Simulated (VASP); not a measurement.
# KF (Pm-3m) in VASP: a series of runs, part 2 of 3

VASP 6.6.1. Earlier steps stand in the parts before.

## (3) Single point, PBE, non-collinear spin, typed start (16.96 Å³/atom)

This run uses another cell than the first one, of 16.96 Å³/atom.

Input file INCAR:

```
SYSTEM = KF
ALGO = Normal
EDIFF = 1E-6
ENCUT = 520
GGA = PE
ISIF = 2
ISMEAR = -1
LASPH = .TRUE.
LCHARG = .FALSE.
LNONCOLLINEAR = .TRUE.
LORBIT = 11
LREAL = .FALSE.
LWAVE = .FALSE.
MAGMOM = -0.036 0.113 0.308 0 0 0
NBANDS = 28
NELM = 150
PREC = Accurate
SIGMA = 0.1
```

Input file KPOINTS:

```
k-points
0
G
  6 6 6
  0 0 0
```

Input file POSCAR:

```
KF
1.0
    3.2370821598      0.0000000000      0.0000000000
    0.0000000000      3.2370821598      0.0000000000
    0.0000000000      0.0000000000      3.2370821598
K F
1 1
Direct
    0.0000000000      0.0000000000      0.0000000000
    0.5000000000      0.5000000000      0.5000000000
```

Potentials or basis: VASP PAW PBE potentials, release 64 (K_sv, F).

Started as:

```sh
> cat potpaw_PBE.64/K_sv/POTCAR potpaw_PBE.64/F/POTCAR > POTCAR
> mpirun -np 1 vasp_ncl > vasp.out
```

OUTCAR:

```text
SYSTEM = KF
   EDIFF = 1E-6
   ENCUT = 520
   GGA = PE
   ISIF = 2
   ISMEAR = -1
   LASPH = .TRUE.
   LNONCOLLINEAR = .TRUE.
   LORBIT = 11
   LREAL = .FALSE.
   NELM = 150
   PREC = Accurate

 ion  position               nearest neighbor table
   1  0.000  0.000  0.000-   2 2.80   2 2.80   2 2.80   2 2.80   2 2.80   2 2.80   2 2.80   2 2.80

   2  0.500  0.500  0.500-   1 2.80   1 2.80   1 2.80   1 2.80   1 2.80   1 2.80   1 2.80   1 2.80

  LATTYP: Found a simple cubic cell.
 ALAT       =     3.2370821598

  Lattice vectors:

 A1 = (   3.2370821598,   0.0000000000,   0.0000000000)
 A2 = (   0.0000000000,   3.2370821598,   0.0000000000)
 A3 = (   0.0000000000,   0.0000000000,   3.2370821598)

Analysis of symmetry for initial positions (statically):
=====================================================================
[... 963 lines left out ...]
    total drift:                                0.000000     -0.000000     -0.000000

  FREE ENERGIE OF THE ION-ELECTRON SYSTEM (eV)
  ---------------------------------------------------
  free  energy   TOTEN  =        -8.0911269934 eV

  energy  without entropy=       -8.0911269933  energy(sigma->0) =       -8.09112699

 total charge

# of ion       s       p       d       tot
------------------------------------------
    1        1.957   5.590   0.031   7.578
    2        1.730   4.347   0.000   6.077
--------------------------------------------------
tot          3.687   9.937   0.031  13.655

 magnetization (x)

# of ion       s       p       d       tot
------------------------------------------
    1        0.000   0.000  -0.000   0.000
    2       -0.000  -0.000   0.000  -0.000
--------------------------------------------------
tot          0.000  -0.000  -0.000   0.000

 magnetization (y)

# of ion       s       p       d       tot
------------------------------------------
    1       -0.000  -0.000   0.000  -0.000
    2        0.000  -0.000   0.000  -0.000
--------------------------------------------------
tot         -0.000  -0.000   0.000  -0.000

 magnetization (z)

# of ion       s       p       d       tot
------------------------------------------
    1       -0.000  -0.000   0.000  -0.000
    2        0.000  -0.000   0.000  -0.000
--------------------------------------------------
tot         -0.000  -0.000   0.000  -0.000
```

OSZICAR:

```text
N       E                     dE             d eps       ncg     rms          rms(c)
DAV:   1     0.127960625629E+03    0.12796E+03   -0.81893E+03  6272   0.112E+03
DAV:   2    -0.231361290664E+01   -0.13027E+03   -0.12321E+03  7436   0.333E+02
DAV:   3    -0.890074345648E+01   -0.65871E+01   -0.65337E+01  9104   0.662E+01
DAV:   4    -0.927938466004E+01   -0.37864E+00   -0.37821E+00  8684   0.105E+01
DAV:   5    -0.928291764325E+01   -0.35330E-02   -0.35329E-02  7924   0.119E+00    0.614E+00
DAV:   6    -0.815010675612E+01    0.11328E+01   -0.30014E+00  6696   0.146E+01    0.397E+00
DAV:   7    -0.811424632894E+01    0.35860E-01   -0.13595E-01  8316   0.282E+00    0.204E+00
DAV:   8    -0.808996257482E+01    0.24284E-01   -0.46500E-02  7280   0.222E+00    0.718E-01
DAV:   9    -0.809067096431E+01   -0.70839E-03   -0.48548E-03  9700   0.587E-01    0.241E-01
DAV:  10    -0.809098727955E+01   -0.31632E-03   -0.64482E-04  7612   0.227E-01    0.975E-02
DAV:  11    -0.809110752430E+01   -0.12024E-03   -0.14315E-04  7476   0.122E-01    0.652E-02
DAV:  12    -0.809111773407E+01   -0.10210E-04   -0.11760E-05  7940   0.317E-02    0.427E-02
DAV:  13    -0.809112648027E+01   -0.87462E-05   -0.97802E-06  6584   0.329E-02    0.444E-03
DAV:  14    -0.809112699345E+01   -0.51318E-06   -0.61354E-07  6708   0.818E-03
   1 F= -.80911270E+01 E0= -.80911270E+01  d E =-.124161E-09  mag=     0.0000    -0.0000    -0.0000
```

stdout:

```text
POSCAR found type information on POSCAR K F
 POSCAR found :  2 types and       2 ions
 scaLAPACK will be used
 LDA part: xc-table for (Slater+PW92), standard interpolation
 POSCAR, INCAR and KPOINTS ok, starting setup
 FFT: planning ... GRIDC
 FFT: planning ... GRID_SOFT
 FFT: planning ... GRID
 WAVECAR not read
 entering main loop
```

It took 3.1 min on 1 thread of Intel Xeon 8259CL, shared host; peak memory 0.3 GiB.

Results:

- Free energy: -8.0911 eV
- Pressure: 0.7 GPa
- Band gap on the k mesh: 6.40 eV (least direct gap 6.45 eV)
- Net moment: 0.00 μB per cell
- Valence electrons inside the program's atomic spheres: K 7.58; F 6.08

Moments on the atoms (μB; x, y, z):
```
K   0.00 0.00 0.00
F   0.00 0.00 0.00
```

A k mesh can miss the band edges.

## (4) Single point, PBE, non-collinear spin, typed start (18.00 Å³/atom)

This run uses another cell than the first one, of 18.00 Å³/atom.

Input file INCAR:

```
SYSTEM = KF
PREC = Accurate ; ENCUT = 520
EDIFF = 1E-6 ; ISMEAR = -1
SIGMA = 0.1 ; LREAL = .FALSE.
LASPH = .TRUE. ; NELM = 150
ALGO = Normal ; ISIF = 2
LWAVE = .FALSE. ; LCHARG = .TRUE.
LNONCOLLINEAR = .TRUE. ; MAGMOM = -0.036 0.113 0.308 0 0 0
LORBIT = 11 ; GGA = PE
LVHAR = .TRUE. ; NBANDS = 28
```

Input file KPOINTS:

```
Automatic mesh
0
G
  6 6 6
  0 0 0
```

Input file POSCAR:

```
KF
1.0
    3.3018409049      0.0000000000      0.0000000000
    0.0000000000      3.3018409049      0.0000000000
    0.0000000000      0.0000000000      3.3018409049
K F
1 1
Direct
    0.0000000000      0.0000000000      0.0000000000
    0.5000000000      0.5000000000      0.5000000000
```

Potentials or basis: VASP PAW PBE potentials, release 64 (K_sv, F).

Started as:

```sh
> cat potpaw_PBE.64/K_sv/POTCAR potpaw_PBE.64/F/POTCAR > POTCAR
> mpirun -np 1 vasp_ncl > vasp.out
```

OUTCAR:

```text
SYSTEM = KF
   PREC = Accurate
   ENCUT = 520
   EDIFF = 1E-6
   ISMEAR = -1
   LREAL = .FALSE.
   LASPH = .TRUE.
   NELM = 150
   ISIF = 2
   LNONCOLLINEAR = .TRUE.
   LORBIT = 11
   GGA = PE

 ion  position               nearest neighbor table
   1  0.000  0.000  0.000-
   2  0.500  0.500  0.500-

  LATTYP: Found a simple cubic cell.
 ALAT       =     3.3018409049

  Lattice vectors:

 A1 = (   3.3018409049,   0.0000000000,   0.0000000000)
 A2 = (   0.0000000000,   3.3018409049,   0.0000000000)
 A3 = (   0.0000000000,   0.0000000000,   3.3018409049)

Analysis of symmetry for initial positions (statically):
=====================================================================
 Subroutine PRICEL returns:
 Original cell was already a primitive cell.

 Routine SETGRP: Setting up the symmetry group for a
 simple cubic supercell.

 Subroutine GETGRP returns: Found 48 space group operations
 (whereof 48 operations were pure point group operations)
 out of a pool of 48 trial point group operations.

The static configuration has the point symmetry O_h .

Analysis of symmetry for dynamics (positions and initial velocities):
=====================================================================
 Subroutine PRICEL returns:
 Original cell was already a primitive cell.

[... 933 lines left out ...]
 VOLUME and BASIS-vectors are now :
 -----------------------------------------------------------------------------
  energy-cutoff  :      520.00
  volume of cell :       36.00
      direct lattice vectors                 reciprocal lattice vectors
     3.301840905  0.000000000  0.000000000     0.302861352  0.000000000  0.000000000
     0.000000000  3.301840905  0.000000000     0.000000000  0.302861352  0.000000000
     0.000000000  0.000000000  3.301840905     0.000000000  0.000000000  0.302861352

 POSITION                                       TOTAL-FORCE (eV/Angst)
 -----------------------------------------------------------------------------------
      0.00000      0.00000      0.00000         0.000000      0.000000      0.000000
      1.65092      1.65092      1.65092         0.000000      0.000000      0.000000
 -----------------------------------------------------------------------------------
    total drift:                                0.000000      0.000000      0.000000

  FREE ENERGIE OF THE ION-ELECTRON SYSTEM (eV)
  ---------------------------------------------------
  free  energy   TOTEN  =        -8.0900713448 eV

  energy  without entropy=       -8.0900713446  energy(sigma->0) =       -8.09007134

 total charge

# of ion       s       p       d       tot
------------------------------------------
    1        1.956   5.586   0.026   7.568
    2        1.730   4.338   0.000   6.068
--------------------------------------------------
tot          3.685   9.924   0.026  13.636

 magnetization (x)

# of ion       s       p       d       tot
------------------------------------------
    1        0.000   0.000  -0.000   0.000
    2       -0.000  -0.000   0.000  -0.000
--------------------------------------------------
tot         -0.000   0.000  -0.000   0.000

 magnetization (y)

# of ion       s       p       d       tot
------------------------------------------
    1       -0.000  -0.000   0.000  -0.000
    2        0.000  -0.000   0.000   0.000
--------------------------------------------------
tot         -0.000  -0.000   0.000  -0.000

 magnetization (z)

# of ion       s       p       d       tot
------------------------------------------
    1       -0.000  -0.000   0.000  -0.000
    2        0.000  -0.000   0.000   0.000
--------------------------------------------------
tot         -0.000  -0.000   0.000  -0.000
```

Run time: 5.6 min. Hardware: 1 thread of Intel Xeon 8259CL, shared host; peak memory 0.35 GiB.

Results:

```
Free energy                                           : -8.0901 eV
Pressure                                              : -1.2 GPa
Band gap on the k mesh                                : 6.00 eV (least direct gap 6.05 eV)
Net moment                                            : 0.00 μB per cell
Valence electrons inside the program's atomic spheres : K 7.57; F 6.07
```

Moments on the atoms (μB; x, y, z):
```
K   0.00 0.00 0.00
F   0.00 0.00 0.00
```

A k mesh can miss the band edges.

(Continued in part 3 of 3.)
